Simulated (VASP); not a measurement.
# SiC (Moissanite) (P6_3mc) in VASP: further runs

SiC (Moissanite) is run at these levels: PBE; tasks: single point.

All numbers are computed with VASP 6.6.1; they aren't measurements. Logs are shortened: lines on timing, memory, paths and dates and some standing lists are left out, and cuts for length are marked.

### 1 The cell of the first run

It takes space group P6_3mc (No. 186, hexagonal). The conventional cell has a = 3.024 Å, b = 3.024 Å, c = 4.962 Å, α = 90.00°, β = 90.00°, γ = 120.00°. Within 2.4 Å of Si (site symmetry 3m) lie 4 C at 1.84 to 1.91 Å. Within 2.4 Å of C (site symmetry 3m) lie 4 Si at 1.84 to 1.91 Å.

### 2 Single point, PBE

Input file INCAR:

```
PREC = Accurate
ENCUT = 520
EDIFF = 1E-6
ISMEAR = 0
SIGMA = 0.01
LREAL = False
LASPH = True
NELM = 60
ALGO = Normal
ISIF = 2
LWAVE = False
LCHARG = False
GGA = PE
NBANDS = 16
```

Input file KPOINTS:

```
Automatic mesh
0
Gamma
  12 12 4
```

Input file POSCAR:

```
SiC
1.0
    3.0238543330      0.0000000000      0.0000000000
   -1.5119271665      2.6187345301      0.0000000000
    0.0000000000      0.0000000000      4.9624241459
Si C
2 2
Direct
    0.3333333333      0.6666666667      0.0000000000
    0.6666666667      0.3333333333      0.5000000000
    0.3333333333      0.6666666667      0.3850000000
    0.6666666667      0.3333333333      0.8850000000
```

Potentials or basis: VASP PAW PBE potentials, release 64 (Si, C).

Started as:

```sh
cat potpaw_PBE.64/Si/POTCAR potpaw_PBE.64/C/POTCAR > POTCAR
mpirun -np 1 vasp_std > vasp.out
```

OUTCAR:

```text
PREC = Accurate
   ENCUT = 520
   EDIFF = 1E-6
   ISMEAR = 0
   LREAL = False
   LASPH = True
   NELM = 60
   ISIF = 2
   GGA = PE

 ion  position               nearest neighbor table
   1  0.333  0.667  0.000-   4 1.84   4 1.84   4 1.84   3 1.91   2 3.03   2 3.03   2 3.03   2 3.03
                             2 3.03   2 3.03
   2  0.667  0.333  0.500-   3 1.84   3 1.84   3 1.84   4 1.91   1 3.03   1 3.03   1 3.03   1 3.03
                             1 3.03   1 3.03
   3  0.333  0.667  0.385-   2 1.84   2 1.84   2 1.84   1 1.91
   4  0.667  0.333  0.885-   1 1.84   1 1.84   1 1.84   2 1.91

  LATTYP: Found a hexagonal cell.
 ALAT       =     3.0238543330
 C/A-ratio  =     1.6410923277

  Lattice vectors:

 A1 = (   3.0238543330,   0.0000000000,   0.0000000000)
 A2 = (  -1.5119271665,   2.6187345301,   0.0000000000)
 A3 = (   0.0000000000,   0.0000000000,   4.9624241459)

Analysis of symmetry for initial positions (statically):
=====================================================================
 Subroutine PRICEL returns:
 Original cell was already a primitive cell.

 Routine SETGRP: Setting up the symmetry group for a
 hexagonal supercell.

 Subroutine GETGRP returns: Found 12 space group operations
 (whereof  6 operations were pure point group operations)
 out of a pool of 24 trial point group operations.

The static configuration has the point symmetry C_3v.
 The point group associated with its full space group is C_6v.

Analysis of symmetry for dynamics (positions and initial velocities):
=====================================================================
 Subroutine PRICEL returns:
 Original cell was already a primitive cell.

 Routine SETGRP: Setting up the symmetry group for a
 hexagonal supercell.

 Subroutine GETGRP returns: Found 12 space group operations
 (whereof  6 operations were pure point group operations)
 out of a pool of 24 trial point group operations.

The dynamic configuration has the point symmetry C_3v.
 The point group associated with its full space group is C_6v.

 Subroutine INISYM returns: Found 12 space group operations
 (whereof  6 operations are pure point group operations),
 and found     1 'primitive' translations

----------------------------------------------------------------------------------------

                                     Primitive cell

  volume of cell :      39.2958

  direct lattice vectors                    reciprocal lattice vectors
     3.023854333  0.000000000  0.000000000     0.330703761  0.190931915  0.000000000
    -1.511927167  2.618734530  0.000000000     0.000000000  0.381863831  0.000000000
     0.000000000  0.000000000  4.962424146     0.000000000  0.000000000  0.201514415

  length of vectors
     3.023854333  3.023854212  4.962424146     0.381863816  0.381863831  0.201514415

  position of ions in fractional coordinates (direct lattice)
     0.333333333  0.666666667  0.000000000
     0.666666667  0.333333333  0.500000000
     0.333333333  0.666666667  0.385000000
     0.666666667  0.333333333  0.885000000

  ion indices of the primitive-cell ions
   primitive index   ion index
                 1           1
                 2           2
                 3           3
                 4           4

----------------------------------------------------------------------------------------

 KPOINTS: Automatic mesh

Automatic generation of k-mesh.
 Grid dimensions read from file:
 generate k-points for:   12   12    4

 Generating k-lattice:

  Cartesian coordinates                     Fractional coordinates (reciprocal lattice)
     0.027558647  0.015910993  0.000000000     0.083333333  0.000000000  0.000000000
     0.000000000  0.031821986  0.000000000     0.000000000  0.083333333  0.000000000
     0.000000000  0.000000000  0.050378604     0.000000000  0.000000000  0.250000000

  Length of vectors
     0.031821985  0.031821986  0.050378604

  Shift w.r.t. Gamma in fractional coordinates (k-lattice)
     0.000000000  0.000000000  0.000000000

 Subroutine IBZKPT returns following result:
 ===========================================

 Found     57 irreducible k-points:

 Following reciprocal coordinates:
            Coordinates               Weight
  0.000000  0.000000  0.000000      1.000000
  0.083333  0.000000  0.000000      6.000000
  0.166667  0.000000  0.000000      6.000000
  0.250000  0.000000  0.000000      6.000000
  0.333333  0.000000  0.000000      6.000000
  0.416667  0.000000  0.000000      6.000000
[... 16 lines left out ...]
  0.250000  0.000000  0.250000     12.000000
  0.333333  0.000000  0.250000     12.000000
 [... further k-points ...]
   k-points           NKPTS =     57   k-points in BZ     NKDIM =     57   number of bands    NBANDS=     16
   number of dos      NEDOS =    301   number of ions     NIONS =      4
   total plane-waves  NPLWV =  23040
   dimension x,y,z NGX =    24 NGY =   24 NGZ =   40
   dimension x,y,z NGXF=    48 NGYF=   48 NGZF=   80
   ions per type =               2   2
   NGX,Y,Z   is equivalent  to a cutoff of  13.19, 13.19, 13.40 a.u.
   NGXF,Y,Z  is equivalent  to a cutoff of  26.39, 26.39, 26.80 a.u.
 SYSTEM =  unknown system
   PREC   = accura    normal or accurate (medium, high low for compatibility)
   ISTART =      0    job   : 0-new  1-cont  2-samecut
   ICHARG =      2    charge: 1-file 2-atom 10-const
   ISPIN  =      1    spin polarized calculation?
   LNONCOLLINEAR =      F non collinear calculations
   LSORBIT =      F    spin-orbit coupling
   LASPH  =      T    aspherical Exc in radial PAW
   ENCUT  =  520.0 eV  38.22 Ry    6.18 a.u.   5.62  5.62  9.23*2*pi/ulx,y,z
   NELM   =     60;   NELMIN=  2; NELMDL= -5     # of ELM steps
   EDIFF  = 0.1E-05   stopping-criterion for ELM
   LREAL  =      F    real-space projection
   EDIFFG = 0.1E-04   stopping-criterion for IOM
   NSW    =      0    number of steps for IOM
   IBRION =     -1    ionic relax: 0-MD 1-quasi-New 2-CG
   NFREE  =      0    steps in history (QN), initial steepest desc. (CG)
   ISIF   =      2    stress and relaxation
   ISYM   =      2    0-nonsym 1-usesym 2-fastsym
   POTIM  = 0.5000    time-step for ionic-motion
   TEBEG  =    0.0;   TEEND  =   0.0 temperature during run
   PSTRESS=    0.0 pullay stress
   NELECT =      16.0000    total number of electrons
   NUPDOWN=      -1.0000    fix difference up-down
   EMIN   =  10.00;   EMAX   =-10.00  energy-range for DOS
   EFERMI =   0.00;   METHOD = LEGACY
   ISMEAR =     0;   SIGMA  =   0.01  broadening in eV -4-tet -1-fermi 0-gaus
   EFERMI_NEDOS =   21; number of points for ismear=-14 and -15
   IALGO  =     38    algorithm
   IMIX   =      4    mixing-type and parameters
     AMIX     =   0.40;   BMIX     =  1.00
     AMIX_MAG =   1.60;   BMIX_MAG =  1.00
  volume/ion in A,a.u.               =       9.82        66.30
  Fermi-wavevector in a.u.,A,eV,Ry     =   1.213387  2.292969 20.031974  1.472309
  Thomas-Fermi vector in A             =   2.348841
   LORBIT       =      0    0 simple, 1 ext, 2 COOP (PROOUT), +10 PAW based schemes
   GGA     = PE    functional components
   LHFCALC =     F    Hartree Fock is set to
   AEXX    =    0.0000 exact exchange contribution
   IVDW    =     0    specifies the selected vdW correction
   LEPSILON=     F    determine dielectric tensor
   LRPA    =     F    only Hartree local field effects (RPA)
 non-spin polarized calculation
 Gauss-broadening in eV      SIGMA  =   0.01
  energy-cutoff  :      520.00
  volume of cell :       39.30
 maximum number of plane-waves:      1099
 NGX is ok and might be reduce to    24
   NGX = 11   NGY = 11   NGZ = 19

 number of electron      15.9999999 magnetization

 Free energy of the ion-electron system (eV)
  ---------------------------------------------------
  ext. energy  EPLUGINS =         0.00000000
  ---------------------------------------------------
  free energy    TOTEN  =       -29.94081583 eV

  energy without entropy =      -29.94081583  energy(sigma->0) =      -29.94081583

 E-fermi :   9.0808     XC(G=0): -11.5738

 val. band max:        8.9995557773   @ k =   0.0000   0.0000   0.0000
 cond. band min:      11.2259616823   @ k =   0.3333   0.3333   0.0000
 fundamental gap:      2.2264059051
 Fermi energy:         9.0807638488

 k-point     1 :       0.0000    0.0000    0.0000
  band No.  band energies     occupation
      1      -7.1379      2.00000
      2      -3.4363      2.00000
      3      -0.0019      2.00000
      4       7.4207      2.00000
      5       7.4207      2.00000
      6       8.7272      2.00000
[... 8 lines left out ...]
     15      18.0695      0.00000
     16      20.7273      0.00000

 k-point     2 :       0.0833    0.0000    0.0000
  band No.  band energies     occupation
      1      -7.0123      2.00000
      2      -3.3285      2.00000
      3       0.1167      2.00000
      4       6.7335      2.00000
      5       7.2027      2.00000
      6       8.2825      2.00000
[... 8 lines left out ...]
     15      18.3877      0.00000
     16      19.5069      0.00000

 k-point     3 :       0.1667    0.0000    0.0000
  band No.  band energies     occupation
      1      -6.6384      2.00000
      2      -3.0141      2.00000
      3       0.4649      2.00000
      4       5.2123      2.00000
      5       6.7108      2.00000
      6       7.1708      2.00000
[... 8 lines left out ...]
     15      18.5712      0.00000
     16      19.0229      0.00000

 k-point     4 :       0.2500    0.0000    0.0000
  band No.  band energies     occupation
      1      -6.0273      2.00000
      2      -2.5291      2.00000
      3       1.0026      2.00000
      4       3.5200      2.00000
      5       5.7690      2.00000
      6       6.1777      2.00000
[... 8 lines left out ...]
     15      19.1703      0.00000
     16      19.8679      0.00000
[... 324 lines left out ...]
 k-point    22 :       0.1667    0.0000    0.2500
  band No.  band energies     occupation
      1      -6.3258      2.00000
      2      -4.0333      2.00000
      3       1.9429      2.00000
      4       5.4879      2.00000
      5       6.4668      2.00000
      6       6.9146      2.00000
[... 8 lines left out ...]
     15      18.6821      0.00000
     16      19.8856      0.00000

 k-point    23 :       0.2500    0.0000    0.2500
  band No.  band energies     occupation
      1      -5.7196      2.00000
      2      -3.4865      2.00000
      3       2.2014      2.00000
      4       4.0157      2.00000
      5       5.0454      2.00000
      6       6.3981      2.00000
[... 8 lines left out ...]
     15      19.8093      0.00000
     16      20.3168      0.00000

 k-point    24 :       0.3333    0.0000    0.2500
  band No.  band energies     occupation
      1      -4.9076      2.00000
      2      -2.8038      2.00000
      3       1.5344      2.00000
      4       3.4325      2.00000
      5       3.8122      2.00000
      6       5.9674      2.00000
[... 8 lines left out ...]
     15      20.9417      0.00000
     16      21.0884      0.00000

 [... further k-points ...]

------------------------ aborting loop because EDIFF is reached ----------------------------------------

  FORCE on cell =-STRESS in cart. coord.  units (eV):
  Direction    XX          YY          ZZ          XY          YZ          ZX
  --------------------------------------------------------------------------------------
  -------------------------------------------------------------------------------------
  Total        4.6277450      4.6277445      2.8679496      0.0000000      0.0000000      0.0000000
  in kB      188.6834388    188.6834187    116.9326721      0.0000000      0.0000000      0.0000000
  external PRESSURE =     164.7665099 kB  Pullay stress =       0.0000000 kB

 VOLUME and BASIS-vectors are now :
 -----------------------------------------------------------------------------
  energy-cutoff  :      520.00
  volume of cell :       39.30
      direct lattice vectors                 reciprocal lattice vectors
     3.023854333  0.000000000  0.000000000     0.330703761  0.190931915  0.000000000
    -1.511927167  2.618734530  0.000000000     0.000000000  0.381863831  0.000000000
     0.000000000  0.000000000  4.962424146     0.000000000  0.000000000  0.201514415

 POSITION                                       TOTAL-FORCE (eV/Angst)
 -----------------------------------------------------------------------------------
     -0.00000      1.74582      0.00000         0.000000     -0.000000      0.835311
      1.51193      0.87291      2.48121        -0.000000      0.000000      0.835311
     -0.00000      1.74582      1.91053         0.000000      0.000000     -0.835311
      1.51193      0.87291      4.39175        -0.000000     -0.000000     -0.835311
 -----------------------------------------------------------------------------------
    total drift:                                0.000000      0.000000     -0.000145

  FREE ENERGIE OF THE ION-ELECTRON SYSTEM (eV)
  ---------------------------------------------------
  free  energy   TOTEN  =       -29.9408158299 eV

  energy  without entropy=      -29.9408158299  energy(sigma->0) =      -29.94081583
```

Run time: 15 s. Hardware: 1 thread of Intel Xeon 6975P-C (Granite Rapids), shared host; peak memory 0.16 GiB.

What came out:

* Free energy: -29.9408 eV
* Pressure: 16.5 GPa
* Largest force: 0.835 eV/Å
* Band gap on the k mesh: 2.23 eV, indirect (least direct gap 4.18 eV)

Forces in eV/Å, atoms in the order of the input:
```
Si   0.000  0.000  0.835
Si   0.000  0.000  0.835
C    0.000  0.000 -0.835
C    0.000  0.000 -0.835
```

A k mesh can miss the band edges. PBE gaps usually lie below the measured ones, often by a third to a half.

### 3 Single point, PBE

This run uses another cell than the first one, of 10.13 Å³/atom, 1.032 times its volume.

Input file INCAR:

```
PREC = Accurate
ENCUT = 520
EDIFF = 1E-6
ISMEAR = 0
SIGMA = 0.01
LREAL = F
LASPH = T
NELM = 60
ALGO = Normal
ISIF = 2
LWAVE = F
LCHARG = F
GGA = PE
NBANDS = 16
```

Input file KPOINTS:

```
regular mesh
0
Gamma
  12 12 4
```

Input file POSCAR:

```
SiC
1.0
    3.0553550827      0.0000000000      0.0000000000
   -1.5276775413      2.6460149781      0.0000000000
    0.0000000000      0.0000000000      5.0141197845
Si C
2 2
Direct
    0.3333333333      0.6666666667      0.0000000000
    0.6666666667      0.3333333333      0.5000000000
    0.3333333333      0.6666666667      0.3850000000
    0.6666666667      0.3333333333      0.8850000000
```

Potentials or basis: VASP PAW PBE potentials, release 64 (Si, C).

Started as:

```sh
cat potpaw_PBE.64/Si/POTCAR potpaw_PBE.64/C/POTCAR > POTCAR
mpirun -np 1 vasp_std > vasp.out
```

Run time: 14 s. Hardware: 1 thread of Intel Xeon 6975P-C (Granite Rapids), shared host; peak memory 0.16 GiB.

Results (log left out):

* Free energy: -30.0368 eV
* Pressure: 8.4 GPa
* Largest force: 0.784 eV/Å
* Band gap on the k mesh: 2.29 eV, indirect (least direct gap 4.12 eV)

Forces in eV/Å, atoms in the order of the input:
```
Si   0.000  0.000  0.784
Si   0.000  0.000  0.784
C    0.000  0.000 -0.784
C    0.000  0.000 -0.784
```

Stress tensor (GPa, compression positive):
```
10.31  0.00  0.00
 0.00 10.31  0.00
 0.00  0.00  4.59
```

Levels at points of the mesh, in eV from the valence-band top:
| k point | band 6 | band 7 | band 8 | band 9 | band 10 | band 11 |
| --- | --- | --- | --- | --- | --- | --- |
| (0.00, 0.00, 0.00) | -0.27 | -0.27 | 0.00 | 4.80 | 6.24 | 6.63 |
| (0.50, 0.00, 0.00) | -3.58 | -3.32 | -1.49 | 2.63 | 4.22 | 6.90 |
| (0.00, 0.00, 0.50) | -0.97 | -0.97 | -0.97 | 5.89 | 5.89 | 7.28 |
| (0.50, 0.00, 0.50) | -2.71 | -2.36 | -2.36 | 3.21 | 3.21 | 5.09 |
